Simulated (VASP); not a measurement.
Here is a VASP 6.6.1 calculation.

The input INCAR:

```
SYSTEM = AsH3Ir12
PREC = Accurate
ENCUT = 520
EDIFF = 1E-6
ISMEAR = 0
SIGMA = 0.1
LREAL = Auto
LASPH = .True.
NELM = 60
ALGO = Normal
ISIF = 2
LWAVE = .False.
LCHARG = .False.
LDIPOL = .True.
IDIPOL = 3
DIPOL = 0.5 0.5 0.470
GGA = PE
IVDW = 12
NBANDS = 72
```

File KPOINTS:

```
Automatic mesh
0
Gamma
  4 4 1
  0 0 0
```

POSCAR

```
AsH3Ir12
1.0
    5.4313155572      0.0000000000      0.0000000000
   -2.7156577786      4.7036572485      0.0000000000
    0.0000000000      0.0000000000     23.7426505824
Ir As H
12 1 3
Direct
    0.3333333333      0.1666666667      0.3369463731
    0.3333333333      0.6666666667      0.3369463731
    0.8333333333      0.1666666667      0.3369463731
    0.8333333333      0.6666666667      0.3369463731
    0.6671833939      0.3359650951      0.4287496234
    0.6700385265      0.8380218896      0.4302604038
    0.1656614538      0.3323268709      0.4292249952
    0.1674645220      0.8378169835      0.4299651896
   -0.0021730788      0.5062601434      0.5214621323
    0.0050605522      0.0141604947      0.5316501124
    0.5052515381      0.5062327721      0.5216774640
    0.5051310470      0.0145650292      0.5234609174
    0.8161629224      0.6340739481      0.6039915929
    1.3301759101      0.6619026296      0.5633396814
    0.5201203872      0.0527889487      0.5903571160
    1.0651111483      1.1471038481      0.5930976497
```

Potentials or basis: VASP PAW PBE potentials, release 64 (Ir, As, H).

Launch:

```bash
$ cat potpaw_PBE.64/Ir/POTCAR potpaw_PBE.64/As/POTCAR potpaw_PBE.64/H/POTCAR > POTCAR
$ mpirun -np 1 vasp_std > vasp.out
```

Task: Estimate the band gap on the k mesh.

Result: Zero (bands 58 and 59 overlap by 0.98 eV).

Task: What does it give for the dispersion energy per atom?

Result: -0.418 eV.

Task: Estimate the largest force.

Result: 0.212 eV/Å.

Forces in eV/Å, atoms in the order of the input:
```
Ir   0.059 -0.153 -0.128
Ir   0.002  0.165  0.096
Ir  -0.066 -0.166 -0.115
Ir  -0.016  0.181 -0.008
Ir   0.003 -0.013  0.004
Ir  -0.010  0.004  0.012
Ir  -0.007 -0.006 -0.008
Ir  -0.026 -0.004  0.029
Ir   0.011 -0.024 -0.002
Ir   0.001 -0.010 -0.067
Ir   0.003 -0.024 -0.012
Ir   0.018  0.018 -0.076
As   0.002 -0.005  0.062
H    0.003  0.006  0.036
H    0.014 -0.006  0.096
H    0.008  0.037  0.079
```

Caveat: spin-orbit coupling is left out, which moves the levels of the heavy elements.
